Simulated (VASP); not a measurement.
Crystal: Mo3H.

```
CELL_PARAMETERS angstrom
3.31999 0.00000 0.00000
-1.65999 2.87519 0.00000
0.00000 0.00000 7.68372
ATOMIC_POSITIONS crystal
H 0.00000 0.00000 0.50000
Mo 0.33333 0.66667 0.50000
Mo 0.00000 0.00000 0.77069
Mo 0.00000 0.00000 0.22931
```

The cell was generated, and may not be a known phase.

| Item | Value |
| --- | --- |
| Program | VASP 6.6.1 |
| Task | relaxation of cell and atoms |
| Functional | PBE |
| Potentials or basis | VASP PAW PBE potentials, release 64 (H, Mo_sv) |
| Cutoff | 600 eV |
| k mesh | 7 × 7 × 3 |
| Occupations | gaussian, width 0.2 eV |
| Spin | no spin polarisation |

At the start: pressure -23.4 GPa; volume 18.34 Å³/atom.

Task: How do energy, volume and symmetry change on relaxing?

Result: Over 21 steps the energy falls by 605.9 meV/atom and the volume is 13.43 Å³/atom (-26.8 %); space group P-6m2 (No. 187, to 0.1 Å) before and after.

The path:
```tsv
step	energy change (eV)	largest force (eV/Å)	pressure (GPa)	volume (Å³)
1	0.0000	1.2444	-23.43	73.35
2	1.2523	7.3227	67.39	48.39
3	-1.1229	1.1424	-2.93	61.50
4	-1.1269	1.2830	-1.56	61.03
5	-1.1273	1.3527	-0.87	60.80
6	-1.2886	1.3996	-0.65	59.13
7	-1.8695	2.3249	3.62	54.32
8	-0.1418	10.0205	61.97	45.49
9	-1.9173	2.5056	7.25	53.19
10	-2.1368	0.6123	21.32	49.24
11	-2.1648	1.6850	15.05	50.57
12	-2.1724	1.3764	16.95	50.11
13	-2.2200	0.9237	16.43	50.13
14	-2.2548	0.2237	16.13	50.16
15	-2.3088	0.1751	13.02	50.75
16	-2.4064	0.0514	4.59	52.55
17	-2.3448	0.1255	-8.81	56.27
18	-2.4216	0.0166	-0.23	53.73
19	-2.4216	0.0124	0.08	53.65
20	-2.4223	0.0027	0.07	53.66
21	-2.4237	0.0273	0.03	53.70
```

Final structure:
```
H Mo
1.0
     3.03774    0.00000    0.00000
    -1.51887    2.63076    0.00000
     0.00000    0.00000    6.71962
H Mo
1 3
Direct
  0.00000 0.00000 0.50000
  0.33333 0.66667 0.50000
  0.00000 0.00000 0.82693
  0.00000 0.00000 0.17307
```

Caveat: the volume moved by over 15 % at a fixed basis, so the end points are rough; the highest band is partly filled, so the run has too few bands.
